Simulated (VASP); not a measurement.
A run of VASP 6.6.1 is set up as follows.

File INCAR:

```
ALGO = Normal
EDIFF = 1E-6
ENCUT = 520
GGA = CA
ISIF = 2
ISMEAR = -1
ISPIN = 2
LASPH = True
LCHARG = False
LDAU = True
LDAUJ = 0 0
LDAUL = 2 -1
LDAUPRINT = 1
LDAUTYPE = 2
LDAUU = 2 0
LMAXMIX = 4
LORBIT = 11
LREAL = False
LWAVE = False
MAGMOM = 2.8 0
NBANDS = 20
NELM = 150
PREC = Accurate
SIGMA = 0.05
```

KPOINTS

```
k-points
0
Gamma
  11 11 11
```

Contents of POSCAR:

```
MnSe
1.0
    0.0000000000      2.7200000000      2.7200000000
    2.7200000000      0.0000000000      2.7200000000
    2.7200000000      2.7200000000      0.0000000000
Mn Se
1 1
Direct
    0.0000000000      0.0000000000      0.0000000000
    0.5000000000      0.5000000000      0.5000000000
```

Potentials or basis: VASP PAW LDA potentials, release 64 (Mn_pv, Se).

Command:

```bash
$ cat potpaw_LDA.64/Mn_pv/POTCAR potpaw_LDA.64/Se/POTCAR > POTCAR
$ mpirun -np 1 vasp_std > vasp.out
```

Q: Estimate the net moment.

A: 4.91 μB per cell.

Q: Predict the pressure.

A: -4.2 GPa.

Eigenvalues of the final occupation matrices:
| site | spin | trace | eigenvalues |
| --- | --- | --- | --- |
| site 1 d | 1 | 4.64 | 0.92 0.92 0.92 0.93 0.93 |
| site 1 d | 2 | 0.30 | 0.03 0.03 0.03 0.10 0.10 |

Caveat: a cell with one magnetic atom can't hold antiferromagnetic order, which such compounds often take. The state reached can hang on the start; a lower one may exist.
